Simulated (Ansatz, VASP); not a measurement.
# One calculation of Fe, two programs

```xyz
2
Lattice="2.4098 0.0000 0.0000 -1.2049 2.0870 0.0000 0.0000 0.0000 3.8419" Properties=species:S:1:pos:R:3 pbc="T T T"
Fe    0.0000    1.3913    0.9605
Fe    1.2049    0.6957    2.8815
```

Change from the starting cell: equal xx and yy strain of -1 %.

Alike in both runs: task single point; functional PBE; k mesh 17 × 17 × 10; occupations fermi-dirac, width 0.08 eV; no spin polarisation.

|  | VASP | Ansatz |
| --- | --- | --- |
| version | VASP 6.6.1 | Ansatz 0.2.0 |
| potentials or method | VASP PAW PBE potentials, release 64 (Fe), cutoff 600 eV | all-electron LAPW, scalar-relativistic |

|  | VASP | Ansatz | Ansatz less VASP |
| --- | --- | --- | --- |
| pressure (GPa) | 17.0 | 17.8 | +0.81 |
| traceless stress, the component that is largest in VASP (GPa) | -2.48 | -2.44 | +0.045 |

Ansatz ran all-electron here, and VASP with PAW potentials.
